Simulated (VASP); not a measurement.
# BaTiO3: single point with PBE

The system is BaTiO3.

```
CELL_PARAMETERS angstrom
4.01925 0.00000 0.00000
0.00000 4.01925 0.00000
0.00000 0.00000 4.01925
ATOMIC_POSITIONS crystal
Ba 0.50000 0.50000 0.50000
Ti 0.00000 0.00000 0.00000
O 0.50000 0.00000 0.00000
O 0.00000 0.50000 0.00000
O 0.00000 0.00000 0.50000
```

```yaml
Program: VASP 6.6.1
Task: single point
Functional: PBE
Potentials_or_basis: VASP PAW PBE potentials, release 64 (Ba_sv, Ti_sv, O_h)
Cutoff: 910 eV
k_mesh: 8 × 8 × 8
Occupations: gaussian, width 0.02 eV
Spin: no spin polarisation
Dipole_correction: no
Second_run: hard_potentials
Further_INCAR_settings: ALGO = Normal; EDIFF = 1e-06; NBANDS = 28
```

```yaml
Pressure: 1.4 GPa
Band_gap_on_the_k_mesh: 1.72 eV, indirect (least direct gap 1.88 eV)
```

Levels at points of the mesh, in eV from the valence-band top:
```
           k point  band 17  band 18  band 19  band 20  band 21  band 22  band 23  band 24
(0.00, 0.00, 0.00)    -1.07    -0.15    -0.15    -0.15     1.72     1.72     1.72     3.82
(0.50, 0.00, 0.00)    -1.81    -1.81    -0.71    -0.71     1.88     3.42     3.42     3.83
(0.50, 0.50, 0.00)    -1.72    -0.88    -0.88    -0.09     3.43     3.43     3.84     4.66
(0.50, 0.50, 0.50)    -2.41     0.00     0.00     0.00     4.08     4.08     4.08     6.67
```

Wall time 100 s on 1 thread of Intel(R) Xeon(R) 6975P-C (Granite Rapids) (shared host), peak memory 0.33 GiB.

Caveat: the cutoff is under 1.25 times the usual one of these potentials, so pressure, stress and relaxed cells hold a basis-set (Pulay) error; spin-orbit coupling is left out, which moves the levels of the heavy elements. A k mesh can miss the band edges.
